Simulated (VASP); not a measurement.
# Te2Pt (P-3m1) in VASP: single point with HSE06

Aim: the single point of Te2Pt with HSE06.

Program: VASP 6.6.1. These are calculated values, not measurements. Logs are shortened: lines on timing, memory, paths and dates and some standing lists are left out, and cuts for length are marked.

## (1) The cell of the first run

Symmetry: P-3m1, No. 164, trigonal system. The conventional cell has a = 4.010 Å, b = 4.010 Å, c = 5.201 Å, α = 90.00°, β = 90.00°, γ = 120.00°. Te (site symmetry 3m) has 3 Pt at 2.66 Å and 6 Te at 3.48 Å within 3.5 Å. Pt (site symmetry -3m) has 6 Te at 2.66 Å within 3.5 Å.

## (2) Single point, HSE06

Input file POSCAR:

```
Te2Pt
1.0
    4.0100000000      0.0000000000      0.0000000000
   -2.0050000000      3.4727618690      0.0000000000
    0.0000000000      0.0000000000      5.2010000000
Te Pt
2 1
Direct
    0.3333333333      0.6666666667      0.2500000000
    0.6666666667      0.3333333333      0.7500000000
    0.0000000000      0.0000000000      0.0000000000
```

Input file INCAR.step1:

```
SYSTEM = Te2Pt
PREC = Accurate
ENCUT = 400
EDIFF = 1E-5
ISMEAR = 0
SIGMA = 0.1
LREAL = .False.
LASPH = .True.
NELM = 120
ALGO = Normal
ISIF = 2
LWAVE = .True.
LCHARG = .False.
NBANDS = 18
GGA = PE
GGA_COMPAT = .False.
```

Input file INCAR.step2:

```
SYSTEM = Te2Pt
PREC = Accurate
ENCUT = 400
EDIFF = 1E-6
ISMEAR = 0
SIGMA = 0.1
LREAL = .False.
LASPH = .True.
NELM = 120
ALGO = Normal
ISIF = 2
LWAVE = .False.
LCHARG = .False.
GGA = PE
LHFCALC = .True.
HFSCREEN = 0.2079
PRECFOCK = Normal
NBANDS = 18
ISTART = 1
GGA_COMPAT = .False.
```

Input file KPOINTS:

```
regular mesh
0
Gamma
  6 6 4
  0 0 0
```

Potentials or basis: VASP PAW PBE potentials, release 64 (Te, Pt).

Run with:

```sh
$ cat potpaw_PBE.64/Te/POTCAR potpaw_PBE.64/Pt/POTCAR > POTCAR
$ cp INCAR.step1 INCAR
$ mpirun -np 1 vasp_std > vasp.out
$ cp INCAR.step2 INCAR
$ mpirun -np 1 vasp_std > vasp.out
```

OUTCAR:

```text
SYSTEM = Te2Pt
   PREC = Accurate
   ENCUT = 400
   EDIFF = 1E-6
   ISMEAR = 0
   LREAL = .False.
   LASPH = .True.
   NELM = 120
   ISIF = 2
   GGA = PE
   LHFCALC = .True.
   HFSCREEN = 0.2079
   PRECFOCK = Normal
   ISTART = 1

 ion  position               nearest neighbor table
   1  0.333  0.667  0.250-   3 2.66   3 2.66   3 2.66   2 3.48   2 3.48   2 3.48   2 3.48   2 3.48
                             2 3.48
   2  0.667  0.333  0.750-   3 2.66   3 2.66   3 2.66   1 3.48   1 3.48   1 3.48   1 3.48   1 3.48
                             1 3.48
   3  0.000  0.000  0.000-   1 2.66   2 2.66   1 2.66   2 2.66   2 2.66   1 2.66

  LATTYP: Found a hexagonal cell.
 ALAT       =     4.0100000000
 C/A-ratio  =     1.2970074813

  Lattice vectors:

 A1 = (   4.0100000000,   0.0000000000,   0.0000000000)
 A2 = (  -2.0050000000,   3.4727618690,   0.0000000000)
 A3 = (   0.0000000000,   0.0000000000,   5.2010000000)

Analysis of symmetry for initial positions (statically):
=====================================================================
 Subroutine PRICEL returns:
 Original cell was already a primitive cell.

 Routine SETGRP: Setting up the symmetry group for a
 hexagonal supercell.

 Subroutine GETGRP returns: Found 12 space group operations
 (whereof 12 operations were pure point group operations)
 out of a pool of 24 trial point group operations.

The static configuration has the point symmetry D_3d.

Analysis of symmetry for dynamics (positions and initial velocities):
=====================================================================
 Subroutine PRICEL returns:
 Original cell was already a primitive cell.

 Routine SETGRP: Setting up the symmetry group for a
 hexagonal supercell.

 Subroutine GETGRP returns: Found 12 space group operations
 (whereof 12 operations were pure point group operations)
 out of a pool of 24 trial point group operations.

The dynamic configuration has the point symmetry D_3d.

 Subroutine INISYM returns: Found 12 space group operations
 (whereof 12 operations are pure point group operations),
 and found     1 'primitive' translations

----------------------------------------------------------------------------------------

                                     Primitive cell
[... 96 lines left out ...]
   IBRION =     -1    ionic relax: 0-MD 1-quasi-New 2-CG
   NFREE  =      0    steps in history (QN), initial steepest desc. (CG)
   ISIF   =      2    stress and relaxation
   ISYM   =      3    0-nonsym 1-usesym 2-fastsym
   POTIM  = 0.5000    time-step for ionic-motion
   TEBEG  =    0.0;   TEEND  =   0.0 temperature during run
   PSTRESS=    0.0 pullay stress
   NELECT =      22.0000    total number of electrons
   NUPDOWN=      -1.0000    fix difference up-down
   EMIN   =  10.00;   EMAX   =-10.00  energy-range for DOS
   EFERMI =   0.00;   METHOD = LEGACY
   ISMEAR =     0;   SIGMA  =   0.10  broadening in eV -4-tet -1-fermi 0-gaus
   EFERMI_NEDOS =   21; number of points for ismear=-14 and -15
   IALGO  =     38    algorithm
   IMIX   =      1    mixing-type and parameters
     AMIX     =   0.40;   BMIX     =  1.00
     AMIX_MAG =   1.60;   BMIX_MAG =  1.00
  volume/ion in A,a.u.               =      24.14       162.92
  Fermi-wavevector in a.u.,A,eV,Ry     =   1.100475  2.079597 16.477281  1.211046
  Thomas-Fermi vector in A             =   2.236887
   LORBIT       =      0    0 simple, 1 ext, 2 COOP (PROOUT), +10 PAW based schemes
   GGA     = PE    functional components
   LHFCALC =     T    Hartree Fock is set to
   PRECFOCK=normal    Normal, Fast or Accurate (Low or Medium for compatibility)
   ENCUT4O =  -1.0   cutoff for four orbital integrals eV
   NKREDX  =     1    reduce k-point grid by
   NKREDY  =     1    reduce k-point grid by
   NKREDZ  =     1    reduce k-point grid by
   AEXX    =    0.2500 exact exchange contribution
   HFSCREEN=    0.2079 screening length (either q_TF or 0.3 A-1)
   HFSCREENC=   0.2079 screening length for correlation (either q_TF or 0.3 A-1)
   ENCUTFOCK=  -1.0 apply spherical cutoff to Coloumb kernel
   IVDW    =     0    specifies the selected vdW correction
   LEPSILON=     F    determine dielectric tensor
   LRPA    =     F    only Hartree local field effects (RPA)
 non-spin polarized calculation
 Gauss-broadening in eV      SIGMA  =   0.10
  energy-cutoff  :      400.00
  volume of cell :       72.43
 maximum number of plane-waves:      1337
 NGX is ok and might be reduce to    28
  NGX = 20; NGY = 20; NGZ = 28

 number of electron      21.9999999 magnetization

 Free energy of the ion-electron system (eV)
  ---------------------------------------------------
  ext. energy  EPLUGINS =         0.00000000
  ---------------------------------------------------
  free energy    TOTEN  =       -16.32764454 eV

  energy without entropy =      -16.32479704  energy(sigma->0) =      -16.32622079

 E-fermi :   8.8967     XC(G=0):  -8.7455

 val. band max:        8.8541934764   @ k =   0.0000   0.3333   0.2500
 cond. band min:       8.9246606872   @ k =   0.0000   0.0000   0.2500
 fundamental gap:      0.0704672108
 Fermi energy:         8.8966915681

 k-point     1 :       0.0000    0.0000    0.0000
  band No.  band energies     occupation
      1      -7.0662      2.00000
      2      -3.0862      2.00000
      3       0.8534      2.00000
      4       1.7404      2.00000
      5       1.7404      2.00000
      6       3.7631      2.00000
[... 481 lines left out ...]
      5       1.7067      2.00000
      6       3.8135      2.00000
[... 10 lines left out ...]
     17      16.4351      0.00000
     18      17.7090      0.00000

------------------------ aborting loop because EDIFF is reached ----------------------------------------

  FORCE on cell =-STRESS in cart. coord.  units (eV):
  Direction    XX          YY          ZZ          XY          YZ          ZX
  --------------------------------------------------------------------------------------
  -------------------------------------------------------------------------------------
  Total        1.8911434      1.8911434      1.9873957      0.0000000      0.0000000      0.0000000
  in kB       41.8339448     41.8339448     43.9631393      0.0000000      0.0000000      0.0000000
  external PRESSURE =      42.5436763 kB  Pullay stress =       0.0000000 kB

 VOLUME and BASIS-vectors are now :
 -----------------------------------------------------------------------------
  energy-cutoff  :      400.00
  volume of cell :       72.43
      direct lattice vectors                 reciprocal lattice vectors
     4.010000000  0.000000000  0.000000000     0.249376559  0.143977623  0.000000000
    -2.005000000  3.472761869  0.000000000     0.000000000  0.287955246  0.000000000
     0.000000000  0.000000000  5.201000000     0.000000000  0.000000000  0.192270717

 POSITION                                       TOTAL-FORCE (eV/Angst)
 -----------------------------------------------------------------------------------
     -0.00000      2.31517      1.30025         0.000000      0.000000      0.655385
      2.00500      1.15759      3.90075        -0.000000     -0.000000     -0.655385
      0.00000      0.00000      0.00000         0.000000     -0.000000      0.000000
 -----------------------------------------------------------------------------------
    total drift:                               -0.000000      0.000000      0.000002

  FREE ENERGIE OF THE ION-ELECTRON SYSTEM (eV)
  ---------------------------------------------------
  free  energy   TOTEN  =       -16.3276445366 eV

  energy  without entropy=      -16.3247970363  energy(sigma->0) =      -16.32622079
```

OSZICAR.step1:

```text
N       E                     dE             d eps       ncg     rms          rms(c)
DAV:   1     0.840327710331E+02    0.84033E+02   -0.80712E+03   896   0.837E+02
DAV:   2    -0.101837175113E+02   -0.94216E+02   -0.91573E+02  1090   0.171E+02
DAV:   3    -0.137850311221E+02   -0.36013E+01   -0.35755E+01  1036   0.335E+01
DAV:   4    -0.138345303059E+02   -0.49499E-01   -0.49485E-01  1152   0.432E+00
DAV:   5    -0.138353571355E+02   -0.82683E-03   -0.82679E-03  1038   0.470E-01    0.142E+01
DAV:   6    -0.135465895427E+02    0.28877E+00   -0.20649E+00   924   0.120E+01    0.916E+00
DAV:   7    -0.134582862123E+02    0.88303E-01   -0.49611E-01   900   0.643E+00    0.394E+00
DAV:   8    -0.134292094087E+02    0.29077E-01   -0.67061E-02   940   0.222E+00    0.750E-01
DAV:   9    -0.134285022715E+02    0.70714E-03   -0.78889E-03   958   0.674E-01    0.254E-01
DAV:  10    -0.134286163776E+02   -0.11411E-03   -0.61468E-04  1014   0.159E-01    0.916E-02
DAV:  11    -0.134286231180E+02   -0.67404E-05   -0.46112E-05   970   0.462E-02
   1 F= -.13428623E+02 E0= -.13426775E+02  d E =-.369660E-02
```

It took 2.7 h on 1 thread of Intel Xeon 8259CL, shared host; peak memory 0.27 GiB.

Results:

* Free energy: -16.3276 eV
* Pressure: 4.3 GPa
* Largest force: 0.655 eV/Å
* Band gap on the k mesh: zero (bands 11 and 12 overlap by 1.39 eV)

Forces on the atoms (eV/Å):
```
Te   0.000  0.000  0.655
Te   0.000  0.000 -0.655
Pt   0.000  0.000  0.000
```

Caveat: the cell stands under pressure; the PAW data sets were made with another functional, which shifts forces and pressure a little; spin-orbit coupling is left out, which moves the levels of the heavy elements.

The gap in the log of VASP goes by the Fermi energy; the results here count the filled bands.